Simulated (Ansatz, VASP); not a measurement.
**One calculation of TiGePd3, two programs**

```
Ti Ge Pd
1.0
     4.58833    0.00000    0.00000
     0.00000    4.58833    0.00000
     0.00000    0.00000    4.58833
Ti Ge Pd
1 1 3
Direct
  0.00000 0.00000 0.00000
  0.50000 0.50000 0.50000
  0.00000 0.50000 0.50000
  0.50000 0.00000 0.50000
  0.50000 0.50000 0.00000
```

Change from the starting cell: species swapped into the ScRu3C type (Pm-3m, No. 221).

Alike in both runs: functional PBE; k mesh 4 × 4 × 4; occupations gaussian, width 0.1 eV; no spin polarisation.

Ansatz relaxed the structure, and its values are those at the end. VASP's run is a single point on that final structure, the one shown.

```csv
,VASP,Ansatz
version,VASP 6.6.1,Ansatz 0.2.0
potentials or method,"VASP PAW PBE potentials, release 64 (Ti_sv, Ge_d, Pd), cutoff 520 eV","scalar-relativistic, plane waves, PAW"
valence electrons in the cell,56,80
```

|  | VASP | Ansatz | Ansatz less VASP |
| --- | --- | --- | --- |
| gap on the k mesh at the Fermi level (eV) | none | none | - |
| pressure (GPa) | 0.4 | 0.2 | -0.27 |

A gap of «none» marks a metal or a gap that the smearing closes. The functional is the same, so the differences come from potentials, cutoffs and numerics. VASP's potentials hold 56 valence electrons a cell and Ansatz's 80, so a difference there can come from the potentials and not from the codes.
